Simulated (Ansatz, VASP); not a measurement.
# Sn in VASP and in Ansatz

File INCAR:

```
  PREC = Accurate
  ENCUT = 520
  EDIFF = 1E-7
  ISMEAR = -1
  SIGMA = 0.5
  LREAL = False
  LASPH = True
  NELM = 60
  ALGO = Normal
  ISIF = 2
  LWAVE = False
  LCHARG = True
  GGA = PE
  LELF = True
  LVHAR = True
  NBANDS = 21
```

KPOINTS

```
regular mesh
0
Gamma
  9 9 9
```

The input POSCAR:

```
Sn
1.0
    0.0000000000      3.2333430000      3.2333430000
    3.2333430000      0.0000000000      3.2333430000
    3.2333430000      3.2333430000      0.0000000000
Sn
2
Direct
    0.0000000000      0.0000000000      0.0000000000
    0.2500000000      0.2500000000      0.2500000000
```

Input for Ansatz:

```yaml
crystal:
  lattice:
    - [0.0, 3.233343, 3.233343]
    - [3.233343, 0.0, 3.233343]
    - [3.233343, 3.233343, 0.0]
  atoms:
    - { symbol: Sn, position: [0.0, 0.0, 0.0] }
    - { symbol: Sn, position: [0.25, 0.25, 0.25] }
kpoints:
  mp_grid:
    grid: [9, 9, 9]
    shift: [0.0, 0.0, 0.0]
hamiltonian:
  xc: pbe
scf:
  occupations:
    method: fermi_dirac
    width: 0.5
output:
  forces: true
  stress: true
```

Alike in both runs: task single point; functional PBE; k mesh 9 × 9 × 9; occupations fermi-dirac, width 0.5 eV; no spin polarisation.

|  | VASP | Ansatz |
| --- | --- | --- |
| version | VASP 6.6.1 | Ansatz 0.2.0 |
| potentials or method | VASP PAW PBE potentials, release 64 (Sn_d) | plane waves, PAW |
| plane-wave cutoff (eV) | 520 | 420 |
| valence electrons in the cell | 28 | 28 |

```csv
,VASP,Ansatz,Ansatz less VASP
pressure (GPa),4.7,4.8,+0.06
```
